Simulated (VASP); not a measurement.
Sr3Cl4, 7 atoms in the cell. The structure is cubic, space group Pm-3m (No. 221). The conventional cell has a = 5.941 Å, b = 5.941 Å, c = 5.941 Å, α = 90.00°, β = 90.00°, γ = 90.00°. Within 3.9 Å of Sr (site symmetry 4/mmm) lie 6 Cl at 2.97 Å. Cl (site symmetry 4/mmm) has 4 Sr at 2.97 Å within 3.9 Å. Within 3.9 Å of Cl (site symmetry m-3m) lie 6 Sr at 2.97 Å. The cell was generated, and may not be a known phase.

* Program: VASP 6.6.1
* Task: relaxation of cell and atoms
* Functional: PBE
* Potentials or basis: VASP PAW PBE potentials, release 64 (Sr_sv, Cl)
* Cutoff: 600 eV
* k mesh: 6 × 6 × 6
* Occupations: gaussian, width 0.1 eV
* Spin: no spin polarisation
* Dipole correction: no
* Further INCAR settings: ALGO = Normal; EDIFF = 1e-06; IBRION = 2; EDIFFG = -0.01; NSW = 100; ISIF = 3

Potentials or basis: VASP PAW PBE potentials, release 64 (Sr_sv, Cl).

Run with:

```bash
$ cat potpaw_PBE.64/Sr_sv/POTCAR potpaw_PBE.64/Cl/POTCAR > POTCAR
$ mpirun -np 1 vasp_std > vasp.out
```

Hardware: 1 thread of Oxide Virtual Turin-like Processor, on a shared host.

Task: How long does it take, and how much memory?

Result: Run time: 7.8 min on 1 thread of Oxide Virtual Turin-like Processor, on a shared host, peak memory 0.39 GiB. Counts: scf iterations 30, k points 20, ion steps 3.
